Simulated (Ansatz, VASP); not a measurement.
# Rb in VASP and in Ansatz

The input INCAR:

```
SYSTEM = Rb
PREC = Accurate ; ENCUT = 520
EDIFF = 1E-6 ; ISMEAR = -1
SIGMA = 0.1 ; LREAL = .FALSE.
LASPH = .TRUE. ; NELM = 60
ALGO = Normal ; ISIF = 2
LWAVE = .FALSE. ; LCHARG = .TRUE.
GGA = PE ; LELF = .TRUE.
LVHAR = .TRUE. ; NBANDS = 10
```

KPOINTS

```
regular mesh
0
G
  10 10 10
  0 0 0
```

File POSCAR:

```
Rb
1.0
   -2.7175979009      2.7175979009      2.7175979009
    2.7175979009     -2.7175979009      2.7175979009
    2.7175979009      2.7175979009     -2.7175979009
Rb
1
Direct
    0.0000000000      0.0000000000      0.0000000000
```

Input for Ansatz:

```yaml
crystal:
  lattice:
    - [-2.7175979009, 2.7175979009, 2.7175979009]
    - [2.7175979009, -2.7175979009, 2.7175979009]
    - [2.7175979009, 2.7175979009, -2.7175979009]
  atoms:
    - { symbol: Rb, position: [0.0, 0.0, 0.0] }
kpoints:
  mp_grid: { grid: [10, 10, 10] }
scf:
  occupations: { method: fermi_dirac, width: 0.1 }
hamiltonian:
  xc: pbe
  pseudopotentials: { kind: nc }
output:
  forces: true
  stress: true
  eigenvalues: true
```

Change from the starting cell: volume scaled by 0.88, norm-conserving files.

Alike in both runs: task single point; functional PBE; k mesh 10 × 10 × 10; occupations fermi-dirac, width 0.1 eV; no spin polarisation.

```csv
,VASP,Ansatz
version,VASP 6.6.1,Ansatz 0.2.0
potentials or method,"VASP PAW PBE potentials, release 64 (Rb_sv)","norm-conserving pseudopotentials, scalar-relativistic"
plane-wave cutoff (eV),520,630
valence electrons in the cell,9,9
```

```csv
,VASP,Ansatz,Ansatz less VASP
pressure (GPa),0.5,0.5,0.00
```
